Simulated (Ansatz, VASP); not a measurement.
**TiAl3: VASP beside Ansatz**

The input INCAR:

```
PREC = Accurate ; ENCUT = 520
EDIFF = 1E-6 ; ISMEAR = 0
SIGMA = 0.1 ; LREAL = F
LASPH = T ; NELM = 100
ALGO = Fast ; ISIF = 2
LWAVE = F ; LCHARG = F
GGA = PS ; NBANDS = 18
```

File KPOINTS:

```
Automatic mesh
0
Gamma
  22 14 12
```

POSCAR

```
TiAl3
1.0
    2.8396770000      0.0000000000      0.0000000000
    0.0000000000      4.6812640000      0.0000000000
    0.0000000000      0.0000000000      4.9007420000
Ti Al
1 3
Direct
    0.0000000000      0.5000000000      0.1659160000
    0.5000000000      0.5000000000      0.6672710000
    0.5000000000      0.0000000000      0.3309120000
    0.0000000000      0.0000000000      0.8359000000
```

Input for Ansatz:

```yaml
crystal:
  lattice:
    - [2.839677, 0.0, 0.0]
    - [0.0, 4.681264, 0.0]
    - [0.0, 0.0, 4.900742]
  atoms:
    - { symbol: Ti, position: [0.0, 0.5, 0.165916] }
    - { symbol: Al, position: [0.5, 0.5, 0.667271] }
    - { symbol: Al, position: [0.5, 0.0, 0.330912] }
    - { symbol: Al, position: [0.0, 0.0, 0.8359] }
basis:
  ecutwfc: 420
kpoints:
  mp_grid: { grid: [22, 14, 12] }
hamiltonian:
  xc: pbesol
scf:
  occupations: { method: gaussian, width: 0.1 }
output:
  forces: true
  stress: true
  eigenvalues: true
```

Alike in both runs: task single point; functional PBEsol; k mesh 22 × 14 × 12; occupations gaussian, width 0.1 eV; no spin polarisation.

|  | VASP | Ansatz |
| --- | --- | --- |
| version | VASP 6.6.1 | Ansatz 0.2.0 |
| potentials or method | VASP PAW PBE potentials, release 64 (Ti_sv, Al), cutoff 520 eV | scalar-relativistic, plane waves, PAW |
| valence electrons in the cell | 21 | 21 |

|  | VASP | Ansatz | Ansatz less VASP |
| --- | --- | --- | --- |
| gap on the k mesh at the Fermi level (eV) | none | none | - |
| pressure (GPa) | -2.4 | -2.4 | -0.06 |
| traceless stress, the component that is largest in VASP (GPa) | -1.27 | -1.26 | +0.010 |
| rms of the force components (eV/Å) | 0.019 | 0.020 | +0.0004 |

VASP's potentials were made for PBE, not for PBEsol. Atom by atom the forces differ by 0.001 eV/Å (rms over components). A gap of «none» marks a metal or a gap that the smearing closes.
